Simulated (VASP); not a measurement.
# CaBr (P-6m2) in VASP: a series of runs

Runs on CaBr. Level: PBE. Tasks: relaxation of cell and atoms.

Everything below comes from runs of VASP 6.6.1. Logs are shortened: lines on timing, memory, paths and dates and some standing lists are left out, and cuts for length are marked.

## 1. The cell of the first run

Symmetry: P-6m2, No. 187, hexagonal system. Conventional cell: a = 3.917 Å, b = 3.917 Å, c = 4.341 Å, α = 90.00°, β = 90.00°, γ = 120.00°. Br (site symmetry -6m2) has 6 Ca at 3.13 Å and 6 Br at 3.92 Å within 4.1 Å. Within 4.1 Å of Ca (site symmetry -6m2) lie 6 Br at 3.13 Å and 6 Ca at 3.92 Å.

## 2. Relaxation of cell and atoms, PBE, target pressure 2 GPa, at which the enthalpy is minimised

INCAR reads:

```
ALGO = Normal ; EDIFF = 1E-6
EDIFFG = -0.01 ; ENCUT = 600
GGA = PE ; IBRION = 2
ISIF = 3 ; ISMEAR = -1
LASPH = T ; LCHARG = F
LREAL = F ; LWAVE = F
NELM = 80 ; NSW = 60
PREC = Accurate ; PSTRESS = 20.0
SIGMA = 0.05
```

KPOINTS reads:

```
k-points
0
Gamma
  8 8 6
```

POSCAR reads:

```
CaBr
1.0
    3.9170223818      0.0000000000      0.0000000000
   -1.9585111909      3.3922408898      0.0000000000
    0.0000000000      0.0000000000      4.3410340000
Br Ca
1 1
Direct
    0.3333333333      0.6666666667      0.5000000000
    0.0000000000      0.0000000000      0.0000000000
```

Potentials or basis: VASP PAW PBE potentials, release 64 (Br, Ca_sv).

Launch:

```
> cat potpaw_PBE.64/Br/POTCAR potpaw_PBE.64/Ca_sv/POTCAR > POTCAR
> mpirun -np 1 vasp_std > vasp.out
```

OUTCAR:

```text
EDIFF = 1E-6
   EDIFFG = -0.01
   ENCUT = 600
   GGA = PE
   IBRION = 2
   ISIF = 3
   ISMEAR = -1
   LASPH = T
   LREAL = F
   NELM = 80
   NSW = 60
   PREC = Accurate
   PSTRESS = 20.0

 ion  position               nearest neighbor table
   1  0.333  0.667  0.500-
   2  0.000  0.000  0.000-

  LATTYP: Found a hexagonal cell.
 ALAT       =     3.9170223818
 C/A-ratio  =     1.1082484543

  Lattice vectors:

 A1 = (   3.9170223818,   0.0000000000,   0.0000000000)
 A2 = (  -1.9585111909,   3.3922408898,   0.0000000000)
 A3 = (   0.0000000000,   0.0000000000,   4.3410340000)

Analysis of symmetry for initial positions (statically):
=====================================================================
 Subroutine PRICEL returns:
 Original cell was already a primitive cell.

 Routine SETGRP: Setting up the symmetry group for a
 hexagonal supercell.

 Subroutine GETGRP returns: Found 12 space group operations
 (whereof 12 operations were pure point group operations)
 out of a pool of 24 trial point group operations.

The static configuration has the point symmetry D_3h.

Analysis of symmetry for dynamics (positions and initial velocities):
=====================================================================
 Subroutine PRICEL returns:
 Original cell was already a primitive cell.

 Routine SETGRP: Setting up the symmetry group for a
 hexagonal supercell.

 Subroutine GETGRP returns: Found 12 space group operations
 (whereof 12 operations were pure point group operations)
 out of a pool of 24 trial point group operations.

The dynamic configuration has the point symmetry D_3h.

 Subroutine INISYM returns: Found 12 space group operations
 (whereof 12 operations are pure point group operations),
 and found     1 'primitive' translations

----------------------------------------------------------------------------------------

                                     Primitive cell

  volume of cell :      57.6814

  direct lattice vectors                    reciprocal lattice vectors
     3.917022382  0.000000000  0.000000000     0.255295963  0.147395193  0.000000000
    -1.958511191  3.392240890  0.000000000     0.000000000  0.294790386  0.000000000
     0.000000000  0.000000000  4.341034000     0.000000000  0.000000000  0.230359864

  length of vectors
     3.917022382  3.917022382  4.341034000     0.294790386  0.294790386  0.230359864

  position of ions in fractional coordinates (direct lattice)
     0.333333333  0.666666667  0.500000000
[... 97 lines left out ...]
     AMIX     =   0.40;   BMIX     =  1.00
     AMIX_MAG =   1.60;   BMIX_MAG =  1.00
  volume/ion in A,a.u.               =      28.84       194.63
  Fermi-wavevector in a.u.,A,eV,Ry     =   1.089463  2.058787 16.149159  1.186930
  Thomas-Fermi vector in A             =   2.225667
   LORBIT       =      0    0 simple, 1 ext, 2 COOP (PROOUT), +10 PAW based schemes
   GGA     = PE    functional components
   LHFCALC =     F    Hartree Fock is set to
   AEXX    =    0.0000 exact exchange contribution
   IVDW    =     0    specifies the selected vdW correction
   LEPSILON=     F    determine dielectric tensor
   LRPA    =     F    only Hartree local field effects (RPA)
 conjugate gradient relaxation of ions
 non-spin polarized calculation
  energy-cutoff  :      600.00
  volume of cell :       57.68
 maximum number of plane-waves:      1942
 NGX is ok and might be reduce to    32
   NGX = 15   NGY = 15   NGZ = 17

--------------------------------------- Ionic step        1  -------------------------------------------

 number of electron      17.0000001 magnetization

 Free energy of the ion-electron system (eV)
  ---------------------------------------------------
  ext. energy  EPLUGINS =         0.00000000
  ---------------------------------------------------
  free energy    TOTEN  =        -6.04568634 eV

  energy without entropy =       -6.01947869  energy(sigma->0) =       -6.03258251

------------------------ aborting loop because EDIFF is reached ----------------------------------------

  FORCE on cell =-STRESS in cart. coord.  units (eV):
  Direction    XX          YY          ZZ          XY          YZ          ZX
  --------------------------------------------------------------------------------------
  -------------------------------------------------------------------------------------
  Total        0.0550490      0.0550490      0.1555585      0.0000000      0.0000000      0.0000000
  in kB        1.5290583      1.5290583      4.3208435      0.0000000      0.0000000      0.0000000
  external PRESSURE =     -17.5403466 kB  Pullay stress =      20.0000000 kB
[... 63 lines left out ...]
--------------------------------------- Ionic step        3  -------------------------------------------

 number of electron      16.9999998 magnetization

 Free energy of the ion-electron system (eV)
  ---------------------------------------------------
  ext. energy  EPLUGINS =         0.00000000
  ---------------------------------------------------
  free energy    TOTEN  =        -6.02230948 eV

  energy without entropy =       -5.99792222  energy(sigma->0) =       -6.01011585

 E-fermi :   5.1152     XC(G=0):  -9.0724

 val. band max:        5.0962012223   @ k =   0.2500   0.2500   0.5000
 cond. band min:       5.1287537648   @ k =   0.2500   0.1250   0.1667
 fundamental gap:      0.0325525425
 Fermi energy:         5.1151992069

 k-point     1 :       0.0000    0.0000    0.0000
  band No.  band energies     occupation
      1     -37.0999      2.00000
      2     -18.1897      2.00000
      3     -18.0500      2.00000
      4     -18.0500      2.00000
      5     -12.7526      2.00000
      6      -0.6015      2.00000
      7       0.4578      2.00000
      8       0.4578      2.00000
      9       3.3180      2.00000
     10       5.6652      0.00003
     11       7.5389      0.00000
     12       7.5389      0.00000
[... 331 lines left out ...]
 k-point    24 :       0.3750   -0.0000    0.3333
  band No.  band energies     occupation
      1     -37.0871      2.00000
      2     -18.2084      2.00000
      3     -18.1794      2.00000
      4     -18.0767      2.00000
      5     -12.3377      2.00000
      6      -1.5773      2.00000
      7      -1.2095      2.00000
      8      -0.0100      2.00000
      9       4.9718      1.89249
     10       6.7468      0.00000
     11       7.6573      0.00000
     12       8.0590      0.00000

 [... further k-points ...]

------------------------ aborting loop because EDIFF is reached ----------------------------------------

  FORCE on cell =-STRESS in cart. coord.  units (eV):
  Direction    XX          YY          ZZ          XY          YZ          ZX
  --------------------------------------------------------------------------------------
  -------------------------------------------------------------------------------------
  Total        0.6653520      0.6653520      0.6889918      0.0000000     -0.0000000      0.0000000
  in kB       19.6850673     19.6850673     20.3844706      0.0000000     -0.0000000      0.0000000
  external PRESSURE =      -0.0817983 kB  Pullay stress =      20.0000000 kB
[... 21 lines left out ...]
  energy  without entropy=       -5.9979222211  energy(sigma->0) =       -6.01011585

  enthalpy is  TOTEN    =        -5.3463127731 eV   P V=        0.6759967110

 reached required accuracy - stopping structural energy minimisation
```

CONTCAR:

```text
CaBr
   1.00000000000000
     3.8311534734011778    0.0000000000000000    0.0000000000000000
    -1.9155767367005889    3.3178762337319490   -0.0000000000000000
     0.0000000000000000    0.0000000000000000    4.2602534634982598
  Br              Ca
     1     1
Direct
     0.3333333332999970    0.6666666667000030    0.5000000000000000
     0.0000000000000000    0.0000000000000000    0.0000000000000000

  0.00000000E+00  0.00000000E+00  0.00000000E+00
  0.00000000E+00  0.00000000E+00  0.00000000E+00
```

It took 31 s on 1 thread of Intel Xeon 6975P-C (Granite Rapids), shared host; peak memory 0.21 GiB.

What came out:

- Free energy: -6.0223 eV
- Relaxed volume: 27.08 Å³/atom
- Relaxed cell: a = 3.831 Å, b = 3.831 Å, c = 4.260 Å, α = 90.00°, β = 90.00°, γ = 120.00°
- Space group after relaxing (to 0.1 Å): P-6m2 (No. 187)
- Energy change on relaxing (the run minimises the enthalpy): +11.7 meV/atom
- Ionic steps: 3
- Pressure after relaxing: 2.0 GPa
- Band gap on the k mesh: zero (an odd number of electrons rules out a gap without spin polarisation)

The path:
```tsv
step	energy change (eV)	largest force (eV/Å)	pressure (GPa)	volume (Å³)
1	0.0000	0.0000	0.25	57.68
2	0.0134	0.0000	1.47	55.09
3	0.0234	0.0000	1.99	54.15
```

Final structure:
```
Br Ca
1.0
     3.83115    0.00000    0.00000
    -1.91558    3.31788    0.00000
     0.00000    0.00000    4.26025
Br Ca
1 1
Direct
  0.33333 0.66667 0.50000
  0.00000 0.00000 0.00000
```

Levels at points of the mesh, in eV from the Fermi level:
| k point | band 6 | band 7 | band 8 | band 9 | band 10 | band 11 | band 12 |
| --- | --- | --- | --- | --- | --- | --- | --- |
| (0.00, 0.00, 0.00) | -5.72 | -4.66 | -4.66 | -1.80 | 0.55 | 2.42 | 2.42 |
| (0.50, 0.00, 0.00) | -7.20 | -5.68 | -5.07 | -0.21 | 1.34 | 2.37 | 2.49 |
| (0.00, 0.00, 0.50) | -7.38 | -4.58 | -4.58 | 1.08 | 1.67 | 1.67 | 2.25 |
| (0.50, 0.00, 0.50) | -6.79 | -6.44 | -5.25 | -0.37 | 1.81 | 2.90 | 3.78 |

Caveat: the cell is relaxed towards a set pressure, so the run minimises the enthalpy, not the energy; an odd number of electrons without spin polarisation forces a metal; a magnetic or distorted state may lie lower.

[end of part 1 of 4]
